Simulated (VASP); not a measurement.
ZnS, 2 atoms in the cell. The structure is tetragonal, space group I-4m2 (No. 119). The conventional cell has a = 3.825 Å, b = 3.825 Å, c = 5.355 Å, α = 90.00°, β = 90.00°, γ = 90.00°. Within 3.1 Å of Zn (site symmetry -4m2) lie 4 S at 2.33 Å. S (site symmetry -4m2) has 4 Zn at 2.33 Å within 3.1 Å.  This cell differs from its parent crystal: zz strain of -1 %.

```yaml
Program: VASP 6.6.1
Task: single point
Functional: PBEsol
Potentials_or_basis: VASP PAW PBE potentials, release 64 (Zn, S)
Cutoff: 520 eV
k_mesh: 9 × 9 × 9
Occupations: fermi-dirac, width 0.01 eV
Spin: no spin polarisation
Dipole_correction: no
Further_INCAR_settings: ALGO = Normal; EDIFF = 1e-06; NBANDS = 16
```

Potentials or basis: VASP PAW PBE potentials, release 64 (Zn, S).

Run with:

```console
$ cat potpaw_PBE.64/Zn/POTCAR potpaw_PBE.64/S/POTCAR > POTCAR
$ mpirun -np 1 vasp_std > vasp.out
```

Hardware: 1 thread of Intel Xeon 8259CL (shared host).

Task: How long does it take, and how much memory?

Result: It took 66 s on 1 thread of Intel Xeon 8259CL, with other jobs on the host, peak memory 0.18 GiB. Counts: scf iterations 12, k points 75.
